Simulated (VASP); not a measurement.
Set up this calculation in VASP 6.6.1, as the native input.

```yaml
Task: single point
Functional: PBEsol
Potentials_or_basis: VASP PAW PBE potentials, release 64 (Li_sv, S)
Cutoff: 750 eV
k_mesh: 8 × 8 × 8
Occupations: gaussian, width 0.01 eV
Spin: no spin polarisation
Dipole_correction: no
Further_INCAR_settings: ALGO = Normal; EDIFF = 1e-06; NBANDS = 13
```

The structure of Li2S lies in POSCAR:

```
Li2S
1.0
    2.7518747133      2.7518747133      0.0000000000
   -2.7518747133      2.7518747133      0.0000000000
    0.0000000000      2.7518747133      2.7518747133
Li S
2 1
Direct
    0.2500000000      0.7500000000      0.5000000000
    0.7500000000      0.2500000000      0.5000000000
    0.0000000000      0.0000000000      0.0000000000
```

The input as run:

INCAR

```
PREC = Accurate
ENCUT = 750
EDIFF = 1E-6
ISMEAR = 0
SIGMA = 0.01
LREAL = False
LASPH = True
NELM = 120
ALGO = Normal
ISIF = 2
LWAVE = False
LCHARG = False
GGA = PS
NBANDS = 13
GGA_COMPAT = False
```

KPOINTS

```
regular mesh
0
Gamma
  8 8 8
```

Potentials or basis: VASP PAW PBE potentials, release 64 (Li_sv, S).

The run is started by

```sh
$ cat potpaw_PBE.64/Li_sv/POTCAR potpaw_PBE.64/S/POTCAR > POTCAR
$ mpirun -np 1 vasp_std > vasp.out
```

Results of the run:

The pressure is 4.0 GPa and the band gap on the k mesh is 3.13 eV, indirect (least direct gap 4.65 eV).

Caveat: the PAW data sets were made with another functional, which shifts forces and pressure a little.

Run time: 38 s on 1 thread of Intel Xeon 8259CL, on a shared host, peak memory 0.2 GiB.
